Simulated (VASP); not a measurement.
# Ti (Fd-3m) in VASP: notebook, part 2 of 2

VASP 6.6.1. The steps go on from the part before.

## (3) Single point, RPBE

INCAR reads:

```
PREC = Accurate
ENCUT = 520
EDIFF = 1E-6
ISMEAR = -1
SIGMA = 0.1
LREAL = F
LASPH = T
NELM = 60
ALGO = Normal
ISIF = 2
LWAVE = F
LCHARG = F
GGA = RP
NBANDS = 19
```

KPOINTS reads:

```
Automatic mesh
0
Gamma
  11 11 11
```

POSCAR reads:

```
Ti
1.0
    0.0000000000      2.9115759376      2.9115759376
    2.9115759376      0.0000000000      2.9115759376
    2.9115759376      2.9115759376      0.0000000000
Ti
2
Direct
    0.1250000000      0.1250000000      0.1250000000
    0.8750000000      0.8750000000      0.8750000000
```

Potentials or basis: VASP PAW PBE potentials, release 64 (Ti_sv).

Run with:

```sh
> cat potpaw_PBE.64/Ti_sv/POTCAR > POTCAR
> mpirun -np 1 vasp_std > vasp.out
```

OUTCAR:

```text
PREC = Accurate
   ENCUT = 520
   EDIFF = 1E-6
   ISMEAR = -1
   LREAL = F
   LASPH = T
   NELM = 60
   ISIF = 2
   GGA = RP

 ion  position               nearest neighbor table
   1  0.125  0.125  0.125-   2 2.52   2 2.52   2 2.52   2 2.52
   2  0.875  0.875  0.875-   1 2.52   1 2.52   1 2.52   1 2.52

  LATTYP: Found a face centered cubic cell.
 ALAT       =     5.8231518752

  Lattice vectors:

 A1 = (   0.0000000000,   2.9115759376,   2.9115759376)
 A2 = (   2.9115759376,   0.0000000000,   2.9115759376)
 A3 = (   2.9115759376,   2.9115759376,   0.0000000000)

Analysis of symmetry for initial positions (statically):
=====================================================================
 Subroutine PRICEL returns:
 Original cell was already a primitive cell.

 Routine SETGRP: Setting up the symmetry group for a
 face centered cubic supercell.

 Subroutine GETGRP returns: Found 48 space group operations
 (whereof 12 operations were pure point group operations)
 out of a pool of 48 trial point group operations.

The static configuration has the point symmetry D_3d.
 The point group associated with its full space group is O_h .

Analysis of symmetry for dynamics (positions and initial velocities):
=====================================================================
 Subroutine PRICEL returns:
 Original cell was already a primitive cell.

 Routine SETGRP: Setting up the symmetry group for a
 face centered cubic supercell.

 Subroutine GETGRP returns: Found 48 space group operations
 (whereof 12 operations were pure point group operations)
 out of a pool of 48 trial point group operations.

The dynamic configuration has the point symmetry D_3d.
 The point group associated with its full space group is O_h .

 Subroutine INISYM returns: Found 48 space group operations
 (whereof 12 operations are pure point group operations),
[... 109 lines left out ...]
   EMIN   =  10.00;   EMAX   =-10.00  energy-range for DOS
   EFERMI =   0.00;   METHOD = LEGACY
   ISMEAR =    -1;   SIGMA  =   0.10  broadening in eV -4-tet -1-fermi 0-gaus
   EFERMI_NEDOS =   21; number of points for ismear=-14 and -15
   IALGO  =     38    algorithm
   IMIX   =      4    mixing-type and parameters
     AMIX     =   0.40;   BMIX     =  1.00
     AMIX_MAG =   1.60;   BMIX_MAG =  1.00
  volume/ion in A,a.u.               =      24.68       166.56
  Fermi-wavevector in a.u.,A,eV,Ry     =   1.287282  2.432611 22.546155  1.657096
  Thomas-Fermi vector in A             =   2.419306
   LORBIT       =      0    0 simple, 1 ext, 2 COOP (PROOUT), +10 PAW based schemes
   GGA     = RP    functional components
   LHFCALC =     F    Hartree Fock is set to
   AEXX    =    0.0000 exact exchange contribution
   IVDW    =     0    specifies the selected vdW correction
   LEPSILON=     F    determine dielectric tensor
   LRPA    =     F    only Hartree local field effects (RPA)
 non-spin polarized calculation
  energy-cutoff  :      520.00
  volume of cell :       49.36
 maximum number of plane-waves:      1363
   NGX = 15   NGY = 15   NGZ = 15

 number of electron      23.9999991 magnetization

 Free energy of the ion-electron system (eV)
  ---------------------------------------------------
  ext. energy  EPLUGINS =         0.00000000
  ---------------------------------------------------
  free energy    TOTEN  =       -10.28965829 eV

  energy without entropy =      -10.05104548  energy(sigma->0) =      -10.17035188

 E-fermi :   4.8593     XC(G=0):  -9.5428

 val. band max:        4.8553285966   @ k =   0.0909   0.0000   0.0000
 cond. band min:       4.8653379864   @ k =   0.4545   0.3636   0.0000
 fundamental gap:      0.0100093898
 Fermi energy:         4.8593432868

 k-point     1 :       0.0000    0.0000    0.0000
  band No.  band energies     occupation
      1     -52.0344      2.00000
      2     -51.6529      2.00000
      3     -28.3935      2.00000
      4     -28.3935      2.00000
      5     -28.3935      2.00000
      6     -27.7963      2.00000
[... 505 lines left out ...]
      6     -27.8431      2.00000
[... 11 lines left out ...]
     18       7.9497      0.00000
     19       8.5647      0.00000

 [... further k-points ...]

------------------------ aborting loop because EDIFF is reached ----------------------------------------

  FORCE on cell =-STRESS in cart. coord.  units (eV):
  Direction    XX          YY          ZZ          XY          YZ          ZX
  --------------------------------------------------------------------------------------
  -------------------------------------------------------------------------------------
  Total        0.0225450      0.0225450      0.0225450      0.0000000     -0.0000000      0.0000000
  in kB        0.7317241      0.7317241      0.7317241      0.0000000     -0.0000000      0.0000000
  external PRESSURE =       0.7317241 kB  Pullay stress =       0.0000000 kB

 VOLUME and BASIS-vectors are now :
 -----------------------------------------------------------------------------
  energy-cutoff  :      520.00
  volume of cell :       49.36
      direct lattice vectors                 reciprocal lattice vectors
     0.000000000  2.911575938  2.911575938    -0.171728305  0.171728305  0.171728305
     2.911575938  0.000000000  2.911575938     0.171728305 -0.171728305  0.171728305
     2.911575938  2.911575938  0.000000000     0.171728305  0.171728305 -0.171728305

 POSITION                                       TOTAL-FORCE (eV/Angst)
 -----------------------------------------------------------------------------------
      0.72789      0.72789      0.72789         0.000000      0.000000      0.000000
      5.09526      5.09526      5.09526        -0.000000     -0.000000     -0.000000
 -----------------------------------------------------------------------------------
    total drift:                                0.000000      0.000000     -0.000000

  FREE ENERGIE OF THE ION-ELECTRON SYSTEM (eV)
  ---------------------------------------------------
  free  energy   TOTEN  =       -10.2896582890 eV

  energy  without entropy=      -10.0510454752  energy(sigma->0) =      -10.17035188
```

OSZICAR:

```text
N       E                     dE             d eps       ncg     rms          rms(c)
DAV:   1     0.271291974265E+03    0.27129E+03   -0.13087E+04  2128   0.145E+03
DAV:   2     0.188383269687E+02   -0.25245E+03   -0.24852E+03  2182   0.429E+02
DAV:   3    -0.920012376026E+01   -0.28038E+02   -0.27187E+02  4127   0.119E+02
DAV:   4    -0.110685065479E+02   -0.18684E+01   -0.18578E+01  2503   0.304E+01
DAV:   5    -0.111829602415E+02   -0.11445E+00   -0.11434E+00  3256   0.553E+00    0.778E+00
DAV:   6    -0.102160279538E+02    0.96693E+00   -0.74480E+00  2747   0.202E+01    0.243E+00
DAV:   7    -0.102502736945E+02   -0.34246E-01   -0.26144E-01  2733   0.413E+00    0.191E+00
DAV:   8    -0.102889197737E+02   -0.38646E-01   -0.20067E-01  2301   0.387E+00    0.937E-01
DAV:   9    -0.102893017843E+02   -0.38201E-03   -0.33101E-02  2356   0.158E+00    0.137E-01
DAV:  10    -0.102896570559E+02   -0.35527E-03   -0.27884E-03  2965   0.429E-01    0.643E-02
DAV:  11    -0.102896522663E+02    0.47896E-05   -0.31176E-04  2887   0.120E-01    0.278E-02
DAV:  12    -0.102896575441E+02   -0.52778E-05   -0.19560E-05  2338   0.308E-02    0.517E-03
DAV:  13    -0.102896582890E+02   -0.74497E-06   -0.97793E-07  1512   0.996E-03
   1 F= -.10289658E+02 E0= -.10170352E+02  d E =-.238613E+00
```

stdout:

```text
POSCAR found type information on POSCAR Ti
 POSCAR found :  1 types and       2 ions
 scaLAPACK will be used
 -----------------------------------------------------------------------------
|                                                                             |
|                                                                             |
|     You enforced a specific xc type in the INCAR file but a different       |
|     I HOPE YOU KNOW WHAT YOU ARE DOING!                                     |
|                                                                             |
 -----------------------------------------------------------------------------

 LDA part: xc-table for (Slater+PW92), standard interpolation
 POSCAR, INCAR and KPOINTS ok, starting setup
 FFT: planning ... GRIDC
 FFT: planning ... GRID_SOFT
 FFT: planning ... GRID
 WAVECAR not read
 entering main loop
```

It took 16 s on 1 thread of Intel Xeon 6975P-C (Granite Rapids), shared host; peak memory 0.19 GiB.

What came out:

* Free energy: -10.2897 eV
* Pressure: 0.1 GPa
* Band gap on the k mesh: zero (band 12 reaches 4.91 eV, above the bottom of band 13 at 4.73 eV)

Caveat: the PAW data sets were made with another functional, which shifts forces and pressure a little.

## (4) Single point, RPBE

INCAR is that of step 3.

KPOINTS reads:

```
regular mesh
0
Gamma
  15 15 15
```

POSCAR is that of step 3.

Run with:

```sh
> cat potpaw_PBE.64/Ti_sv/POTCAR > POTCAR
> mpirun -np 1 vasp_std > vasp.out
```

It took 31 s on 1 thread of Intel Xeon 6975P-C (Granite Rapids), shared host; peak memory 0.23 GiB.

It converged, with:

- Free energy: -10.2898 eV
- Pressure: 0.1 GPa
- Band gap on the k mesh: zero (band 12 reaches 4.93 eV, above the bottom of band 13 at 4.73 eV)

Levels at points of the mesh, in eV from the Fermi level:
| k point | band 8 | band 9 | band 10 | band 11 | band 12 | band 13 | band 14 | band 15 | band 16 | band 17 |
| --- | --- | --- | --- | --- | --- | --- | --- | --- | --- | --- |
| (0.00, 0.00, 0.00) | -32.66 | -4.66 | -0.48 | -0.48 | -0.13 | -0.13 | -0.13 | 1.58 | 1.58 | 1.58 |

Caveat: the PAW data sets were made with another functional, which shifts forces and pressure a little.

## (5) Relaxation of cell and atoms, RPBE

This run uses another cell than the first one, of 23.84 Å³/atom, 0.966 times its volume.

INCAR reads:

```
SYSTEM = Ti
  PREC = Accurate
  ENCUT = 600
  EDIFF = 1E-6
  ISMEAR = -1
  SIGMA = 0.1
  LREAL = .FALSE.
  LASPH = .TRUE.
  NELM = 60
  ALGO = Normal
  ISIF = 3
  LWAVE = .FALSE.
  LCHARG = .FALSE.
  GGA = RP
  IBRION = 2
  NSW = 80
  EDIFFG = -0.01
```

KPOINTS reads:

```
regular mesh
0
G
  10 10 10
  0 0 0
```

POSCAR reads:

```
Ti
1.0
    0.0000000000      2.8780170575      2.8780170575
    2.8780170575      0.0000000000      2.8780170575
    2.8780170575      2.8780170575      0.0000000000
Ti
2
Direct
    0.1250000000      0.1250000000      0.1250000000
    0.8750000000      0.8750000000      0.8750000000
```

Run with:

```sh
> cat potpaw_PBE.64/Ti_sv/POTCAR > POTCAR
> mpirun -np 1 vasp_std > vasp.out
```

Wall time 48 s (1 thread of Intel Xeon 6975P-C (Granite Rapids), shared host); peak memory 0.23 GiB.

It converged, with:

* Free energy: -10.2896 eV
* Relaxed volume: 24.73 Å³/atom
* Relaxed cell: a = 4.120 Å, b = 4.120 Å, c = 4.120 Å, α = 60.00°, β = 60.00°, γ = 60.00°
* Space group after relaxing (to 0.05 Å): Fd-3m (No. 227)
* Energy gained by relaxing: 2.9 meV/atom
* Ionic steps: 3
* Pressure after relaxing: 0.0 GPa
* Band gap on the k mesh: zero (band 12 reaches 4.89 eV, above the bottom of band 13 at 4.71 eV)

Step by step:
```tsv
step	energy change (eV)	largest force (eV/Å)	pressure (GPa)	volume (Å³)
1	0.0000	0.0000	1.05	47.68
2	-0.0048	0.0000	0.39	48.76
3	-0.0057	0.0000	0.02	49.47
```

Final structure:
```
CELL_PARAMETERS angstrom
0.00000 2.91362 2.91362
2.91362 0.00000 2.91362
2.91362 2.91362 0.00000
ATOMIC_POSITIONS crystal
Ti 0.12500 0.12500 0.12500
Ti 0.87500 0.87500 0.87500
```

Levels at points of the mesh, in eV from the Fermi level:
```tsv
k point	band 9	band 10	band 11	band 12	band 13	band 14	band 15	band 16
(0.00, 0.00, 0.00)	-4.66	-0.48	-0.48	-0.13	-0.13	-0.13	1.58	1.58
(0.50, 0.00, 0.00)	-1.88	-1.22	-0.47	-0.47	-0.07	-0.07	0.31	2.29
(0.50, 0.50, 0.00)	-1.55	-1.55	-0.02	-0.02	0.03	0.03	1.47	1.47
```

Caveat: the PAW data sets were made with another functional, which shifts forces and pressure a little.

## (6) Overview

```tsv
task	cell	k mesh	cutoff (eV)	gap on the mesh (eV)	pressure (GPa)
single point	a = 4.118 Å, angles 60.0°, 2 atoms	10 × 10 × 10	520	none	0.1
single point	a = 4.118 Å, angles 60.0°, 2 atoms	11 × 11 × 11	520	none	0.1
single point	a = 4.118 Å, angles 60.0°, 2 atoms	15 × 15 × 15	520	none	0.1
relaxation of cell and atoms	relaxed from a = 4.070 Å, angles 60.0°, 2 atoms	10 × 10 × 10	600	none	0.0
```

Alike in all rows: level RPBE; potentials or basis VASP PAW PBE potentials, release 64 (Ti_sv); no spin polarisation; smearing fermi-dirac 0.1 eV.

Every run on the cell as given and a fine mesh finds a metal.

Caveats: the PAW data sets were made with another functional, which shifts forces and pressure a little.

Total energies depend on the potentials used, so only differences within one code and one set of settings carry meaning.
